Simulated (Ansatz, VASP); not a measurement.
Two plane-wave programs on BN

```
CELL_PARAMETERS angstrom
0.00000 1.75626 1.75626
1.75626 0.00000 1.75626
1.75626 1.75626 0.00000
ATOMIC_POSITIONS crystal
B 0.00000 0.00000 0.00000
N 0.25000 0.25000 0.25000
```

Alike in both runs: task single point; functional PBE; k mesh 12 × 12 × 12; occupations gaussian, width 0.02 eV; no spin polarisation.

```csv
,VASP,Ansatz
version,VASP 6.6.1,Ansatz 0.2.0
potentials or method,"VASP PAW PBE potentials, release 64 (B, N), cutoff 600 eV","scalar-relativistic, plane waves, PAW"
valence electrons in the cell,8,8
```

|  | VASP | Ansatz | Ansatz less VASP |
| --- | --- | --- | --- |
| gap on the k mesh at the Fermi level (eV) | 4.55 | 4.56 | +0.015 |
| least direct gap on the mesh (eV) | 9.23 | 9.25 | +0.014 |
